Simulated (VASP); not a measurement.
# Ru in VASP: single point with PBE

Aim: the single point of Ru with PBE.

All numbers are computed with VASP 6.6.1; they aren't measurements. Logs are shortened: lines on timing, memory, paths and dates and some standing lists are left out, and cuts for length are marked.

**1. The cell of the first run**

The cell holds a slab with vacuum, 7 atoms: a = 2.706 Å, b = 2.706 Å, c = 27.846 Å, α = 90.00°, β = 90.00°, γ = 120.00°.

**2. Single point, PBE**

The input, INCAR:

```
PREC = Accurate ; ENCUT = 520
EDIFF = 1E-7 ; ISMEAR = -1
SIGMA = 0.05 ; LREAL = False
LASPH = True ; NELM = 100
ALGO = Normal ; ISIF = 2
LWAVE = False ; LCHARG = False
LDIPOL = True ; IDIPOL = 3
DIPOL = 0.5 0.5 0.500 ; GGA = PE
NBANDS = 58
```

The input, KPOINTS:

```
Automatic mesh
0
Gamma
  11 11 1
```

The input, POSCAR:

```
Ru
1.0
    2.7057993342      0.0000000000      0.0000000000
   -1.3528996671      2.3432909610      0.0000000000
    0.0000000000      0.0000000000     27.8457000000
Ru
7
Direct
    0.6666666667      0.3333333334      0.2693414064
    0.3333333333      0.6666666666      0.3462276043
    0.6666666667      0.3333333334      0.4231138021
    0.3333333333      0.6666666666      0.5000000000
    0.6666666667      0.3333333334      0.5768861979
    0.3333333333      0.6666666666      0.6537723957
    0.6666666667      0.3333333334      0.7306585936
```

Potentials or basis: VASP PAW PBE potentials, release 64 (Ru_pv).

Started as:

```bash
$ cat potpaw_PBE.64/Ru_pv/POTCAR > POTCAR
$ mpirun -np 1 vasp_std > vasp.out
```

OUTCAR:

```text
PREC = Accurate
   ENCUT = 520
   EDIFF = 1E-7
   ISMEAR = -1
   LREAL = False
   LASPH = True
   NELM = 100
   ISIF = 2
   GGA = PE

 ion  position               nearest neighbor table
   1  0.667  0.333  0.269-   2 2.65   2 2.65   2 2.65
   2  0.333  0.667  0.346-   3 2.65   3 2.65   3 2.65   1 2.65   1 2.65   1 2.65
   3  0.667  0.333  0.423-   2 2.65   2 2.65   2 2.65   4 2.65   4 2.65   4 2.65
   4  0.333  0.667  0.500-   3 2.65   5 2.65   3 2.65   5 2.65   3 2.65   5 2.65
   5  0.667  0.333  0.577-   6 2.65   6 2.65   6 2.65   4 2.65   4 2.65   4 2.65
   6  0.333  0.667  0.654-   5 2.65   5 2.65   5 2.65   7 2.65   7 2.65   7 2.65
   7  0.667  0.333  0.731-   6 2.65   6 2.65   6 2.65

  LATTYP: Found a hexagonal cell.
 ALAT       =     2.7057993342
 C/A-ratio  =    10.2911179140

  Lattice vectors:

 A1 = (   2.7057993342,   0.0000000000,   0.0000000000)
 A2 = (  -1.3528996671,   2.3432909610,   0.0000000000)
 A3 = (   0.0000000000,   0.0000000000,  27.8457000000)

Analysis of symmetry for initial positions (statically):
=====================================================================
 Subroutine PRICEL returns:
 Original cell was already a primitive cell.

 Routine SETGRP: Setting up the symmetry group for a
 hexagonal supercell.

 Subroutine GETGRP returns: Found 12 space group operations
 (whereof 12 operations were pure point group operations)
 out of a pool of 24 trial point group operations.

The static configuration has the point symmetry D_3h.

Analysis of symmetry for dynamics (positions and initial velocities):
=====================================================================
 Subroutine PRICEL returns:
 Original cell was already a primitive cell.

 Routine SETGRP: Setting up the symmetry group for a
 hexagonal supercell.

 Subroutine GETGRP returns: Found 12 space group operations
 (whereof 12 operations were pure point group operations)
 out of a pool of 24 trial point group operations.

The dynamic configuration has the point symmetry D_3h.

 Subroutine INISYM returns: Found 12 space group operations
 (whereof 12 operations are pure point group operations),
 and found     1 'primitive' translations

----------------------------------------------------------------------------------------

                                     Primitive cell

  volume of cell :     176.5550

  direct lattice vectors                    reciprocal lattice vectors
     2.705799334  0.000000000  0.000000000     0.369576556  0.213375124  0.000000000
    -1.352899667  2.343290961  0.000000000     0.000000000  0.426750249  0.000000000
     0.000000000  0.000000000 27.845700000     0.000000000  0.000000000  0.035912188

  length of vectors
     2.705799334  2.705799334 27.845700000     0.426750249  0.426750249  0.035912188

  position of ions in fractional coordinates (direct lattice)
     0.666666667  0.333333333  0.269341406
     0.333333333  0.666666667  0.346227604
     0.666666667  0.333333333  0.423113802
     0.333333333  0.666666667  0.500000000
     0.666666667  0.333333333  0.576886198
     0.333333333  0.666666667  0.653772396
     0.666666667  0.333333333  0.730658594

  ion indices of the primitive-cell ions
   primitive index   ion index
                 1           1
                 2           2
                 3           3
                 4           4
                 5           5
                 6           6
                 7           7

----------------------------------------------------------------------------------------

 KPOINTS: Automatic mesh

Automatic generation of k-mesh.
 Grid dimensions read from file:
 generate k-points for:   11   11    1

 Generating k-lattice:

  Cartesian coordinates                     Fractional coordinates (reciprocal lattice)
     0.033597869  0.019397739  0.000000000     0.090909091  0.000000000  0.000000000
     0.000000000  0.038795477  0.000000000     0.000000000  0.090909091  0.000000000
     0.000000000  0.000000000  0.035912188     0.000000000  0.000000000  1.000000000

  Length of vectors
     0.038795477  0.038795477  0.035912188

  Shift w.r.t. Gamma in fractional coordinates (k-lattice)
     0.000000000  0.000000000  0.000000000

 Subroutine IBZKPT returns following result:
 ===========================================

 Found     16 irreducible k-points:

 Following reciprocal coordinates:
            Coordinates               Weight
  0.000000  0.000000  0.000000      1.000000
  0.090909 -0.000000  0.000000      6.000000
  0.181818  0.000000  0.000000      6.000000
  0.272727 -0.000000  0.000000      6.000000
  0.363636  0.000000  0.000000      6.000000
  0.454545 -0.000000  0.000000      6.000000
[... 8 lines left out ...]
  0.272727  0.272727  0.000000      6.000000
  0.363636  0.272727  0.000000      6.000000
   k-points           NKPTS =     16   k-points in BZ     NKDIM =     16   number of bands    NBANDS=     58
   number of dos      NEDOS =    301   number of ions     NIONS =      7
   total plane-waves  NPLWV =  84000
   dimension x,y,z NGX =    20 NGY =   20 NGZ =  210
   dimension x,y,z NGXF=    40 NGYF=   40 NGZF=  420
   ions per type =               7
   NGX,Y,Z   is equivalent  to a cutoff of  12.29, 12.29, 12.54 a.u.
   NGXF,Y,Z  is equivalent  to a cutoff of  24.58, 24.58, 25.08 a.u.
 SYSTEM =  unknown system
   PREC   = accura    normal or accurate (medium, high low for compatibility)
   ISTART =      0    job   : 0-new  1-cont  2-samecut
   ICHARG =      2    charge: 1-file 2-atom 10-const
   ISPIN  =      1    spin polarized calculation?
   LNONCOLLINEAR =      F non collinear calculations
   LSORBIT =      F    spin-orbit coupling
   LASPH  =      T    aspherical Exc in radial PAW
   ENCUT  =  520.0 eV  38.22 Ry    6.18 a.u.   5.03  5.03 51.77*2*pi/ulx,y,z
   NELM   =    100;   NELMIN=  2; NELMDL= -5     # of ELM steps
   EDIFF  = 0.1E-06   stopping-criterion for ELM
   LREAL  =      F    real-space projection
   EDIFFG = 0.1E-05   stopping-criterion for IOM
   NSW    =      0    number of steps for IOM
   IBRION =     -1    ionic relax: 0-MD 1-quasi-New 2-CG
   NFREE  =      0    steps in history (QN), initial steepest desc. (CG)
   ISIF   =      2    stress and relaxation
   ISYM   =      2    0-nonsym 1-usesym 2-fastsym
   POTIM  = 0.5000    time-step for ionic-motion
   TEBEG  =    0.0;   TEEND  =   0.0 temperature during run
   PSTRESS=    0.0 pullay stress
   NELECT =      98.0000    total number of electrons
   NUPDOWN=      -1.0000    fix difference up-down
   EMIN   =  10.00;   EMAX   =-10.00  energy-range for DOS
   EFERMI =   0.00;   METHOD = LEGACY
   ISMEAR =    -1;   SIGMA  =   0.05  broadening in eV -4-tet -1-fermi 0-gaus
   EFERMI_NEDOS =   21; number of points for ismear=-14 and -15
   IALGO  =     38    algorithm
   IMIX   =      4    mixing-type and parameters
     AMIX     =   0.40;   BMIX     =  1.00
     AMIX_MAG =   1.60;   BMIX_MAG =  1.00
  volume/ion in A,a.u.               =      25.22       170.21
  Fermi-wavevector in a.u.,A,eV,Ry     =   1.345417  2.542469 24.628540  1.810147
  Thomas-Fermi vector in A             =   2.473332
   LORBIT       =      0    0 simple, 1 ext, 2 COOP (PROOUT), +10 PAW based schemes
   GGA     = PE    functional components
   LHFCALC =     F    Hartree Fock is set to
   AEXX    =    0.0000 exact exchange contribution
   IVDW    =     0    specifies the selected vdW correction
   LEPSILON=     F    determine dielectric tensor
   LRPA    =     F    only Hartree local field effects (RPA)
 non-spin polarized calculation
  energy-cutoff  :      520.00
  volume of cell :      176.55
 maximum number of plane-waves:      4809
 NGX is ok and might be reduce to    20
   NGX =  9   NGY =  9   NGZ =103

 number of electron      98.0000020 magnetization

 dipolmoment           0.000000      0.000000     -0.000000 electrons x Angstroem

 Free energy of the ion-electron system (eV)
  ---------------------------------------------------
  ext. energy  EPLUGINS =         0.00000000
  ---------------------------------------------------
  free energy    TOTEN  =       -62.50081467 eV

  energy without entropy =      -62.42575247  energy(sigma->0) =      -62.46328357

 E-fermi :   4.5893     XC(G=0):  -8.3432

 val. band max:        4.5864933148   @ k =   0.3636   0.0909   0.0000
 cond. band min:       4.5948052034   @ k =   0.2727   0.1818   0.0000
 fundamental gap:      0.0083118886
 Fermi energy:         4.5893336390

 k-point     1 :       0.0000    0.0000    0.0000
  band No.  band energies     occupation
      1     -39.0048      2.00000
      2     -38.8859      2.00000
      3     -38.6401      2.00000
      4     -38.3451      2.00000
      5     -38.1514      2.00000
      6     -38.1514      2.00000
[... 50 lines left out ...]
     57       5.2788      0.00000
     58       5.5982      0.00000

 k-point     2 :       0.0909   -0.0000    0.0000
  band No.  band energies     occupation
      1     -38.9798      2.00000
      2     -38.8694      2.00000
      3     -38.6380      2.00000
      4     -38.3715      2.00000
      5     -38.2213      2.00000
      6     -38.1983      2.00000
[... 50 lines left out ...]
     57       5.1744      0.00002
     58       5.5995      0.00000

 k-point     3 :       0.1818    0.0000    0.0000
  band No.  band energies     occupation
      1     -38.9106      2.00000
      2     -38.8285      2.00000
      3     -38.6480      2.00000
      4     -38.4791      2.00000
      5     -38.3843      2.00000
      6     -38.3299      2.00000
[... 728 lines left out ...]
      3     -38.7926      2.00000
      4     -38.7389      2.00000
      5     -38.7273      2.00000
      6     -38.6090      2.00000
[... 50 lines left out ...]
     57       9.4249      0.00000
     58       9.7293      0.00000

 k-point    16 :       0.3636    0.2727    0.0000
  band No.  band energies     occupation
      1     -38.8310      2.00000
      2     -38.8088      2.00000
      3     -38.7725      2.00000
      4     -38.7564      2.00000
      5     -38.6833      2.00000
      6     -38.6529      2.00000
[... 50 lines left out ...]
     57      11.0362      0.00000
     58      11.5028      0.00000

------------------------ aborting loop because EDIFF is reached ----------------------------------------

 vacuum level on the upper side and lower side of the slab       (xc-potential included)        -0.126        -0.126

  FORCE on cell =-STRESS in cart. coord.  units (eV):
  Direction    XX          YY          ZZ          XY          YZ          ZX
  --------------------------------------------------------------------------------------
  -------------------------------------------------------------------------------------
  Total       -1.1806077     -1.1806077     -1.2045444      0.0000000      0.0000000      0.0000000
  in kB      -10.7136202    -10.7136202    -10.9308380      0.0000000      0.0000000      0.0000000
  external PRESSURE =     -10.7860262 kB  Pullay stress =       0.0000000 kB

 VOLUME and BASIS-vectors are now :
 -----------------------------------------------------------------------------
  energy-cutoff  :      520.00
  volume of cell :      176.55
      direct lattice vectors                 reciprocal lattice vectors
     2.705799334  0.000000000  0.000000000     0.369576556  0.213375124  0.000000000
    -1.352899667  2.343290961  0.000000000     0.000000000  0.426750249  0.000000000
     0.000000000  0.000000000 27.845700000     0.000000000  0.000000000  0.035912188

 POSITION                                       TOTAL-FORCE (eV/Angst)
 -----------------------------------------------------------------------------------
      1.35290      0.78110      7.50000         0.000000     -0.000000      0.625305
     -0.00000      1.56219      9.64095         0.000000      0.000000     -0.713418
      1.35290      0.78110     11.78190        -0.000000      0.000000     -0.187481
     -0.00000      1.56219     13.92285        -0.000000      0.000000      0.000000
      1.35290      0.78110     16.06380        -0.000000     -0.000000      0.187481
     -0.00000      1.56219     18.20475         0.000000     -0.000000      0.713418
      1.35290      0.78110     20.34570         0.000000     -0.000000     -0.625305
 -----------------------------------------------------------------------------------
    total drift:                               -0.000000     -0.000000     -0.000000

  FREE ENERGIE OF THE ION-ELECTRON SYSTEM (eV)
  ---------------------------------------------------
  free  energy   TOTEN  =       -62.5008146676 eV

  energy  without entropy=      -62.4257524730  energy(sigma->0) =      -62.46328357

 vacuum level on the upper side and lower side of the slab         9.593         9.593
```

It took 4.1 min on 1 thread of Intel Xeon 6975P-C (Granite Rapids), shared host; peak memory 0.32 GiB.

Results:

| Item | Value |
| --- | --- |
| Free energy | -62.5008 eV |
| Largest force | 0.713 eV/Å |
| Band gap on the k mesh | zero (band 49 reaches 5.97 eV, above the bottom of band 50 at 3.53 eV) |

Forces in eV/Å, atoms in the order of the input:
```
Ru   0.000  0.000  0.625
Ru   0.000  0.000 -0.713
Ru   0.000  0.000 -0.187
Ru   0.000  0.000  0.000
Ru   0.000  0.000  0.187
Ru   0.000  0.000  0.713
Ru   0.000  0.000 -0.625
```
